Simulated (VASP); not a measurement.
Set up this calculation in VASP 6.6.1, as the native input.

| Property | Result |
| --- | --- |
| Task | single point |
| Functional | PBE |
| Potentials or basis | VASP PAW PBE potentials, release 64 (Si, C) |
| Cutoff | 520 eV |
| k mesh | 12 × 12 × 4 |
| Occupations | fermi-dirac, width 0.02 eV |
| Spin | no spin polarisation |
| Dipole correction | no |
| Further INCAR settings | ALGO = Normal; EDIFF = 1e-06; NBANDS = 26 |

The structure of SiC lies in POSCAR:

```
SiC
1.0
    3.1698816840      0.0000000000      0.0000000000
   -1.5849408420      2.7451980654      0.0000000000
    0.0000000000      0.0000000000     10.0263391721
Si C
4 4
Direct
    0.0000000000      0.0000000000     -0.0008671590
    0.3333333333      0.6666666667      0.2492476495
    0.0000000000      0.0000000000      0.4991328410
    0.6666666667      0.3333333333      0.7492476495
    0.0000000000      0.0000000000      0.1878906574
    0.3333333333      0.6666666667      0.4387288522
    0.0000000000      0.0000000000      0.6878906574
    0.6666666667      0.3333333333      0.9387288522
```

This cell differs from its parent crystal: epitaxial xy strain +3.0%.

The input as run:

INCAR

```
SYSTEM = SiC
PREC = Accurate ; ENCUT = 520
EDIFF = 1E-6 ; ISMEAR = -1
SIGMA = 0.02 ; LREAL = .FALSE.
LASPH = .TRUE. ; NELM = 80
ALGO = Normal ; ISIF = 2
LWAVE = .FALSE. ; LCHARG = .FALSE.
GGA = PE ; NBANDS = 26
```

KPOINTS

```
regular mesh
0
G
  12 12 4
  0 0 0
```

Potentials or basis: VASP PAW PBE potentials, release 64 (Si, C).

Command:

```console
$ cat potpaw_PBE.64/Si/POTCAR potpaw_PBE.64/C/POTCAR > POTCAR
$ mpirun -np 1 vasp_std > vasp.out
```

Results of the run:

```
Pressure               : -7.5 GPa
Largest force          : 0.043 eV/Å
Band gap on the k mesh : 2.01 eV, indirect (least direct gap 3.22 eV)
```

Caveat: the cell differs from its parent crystal (epitaxial xy strain +3.0%).

Wall time 52 s on 1 thread of Intel(R) Xeon(R) 6975P-C (Granite Rapids), on a shared host, peak memory 0.25 GiB.
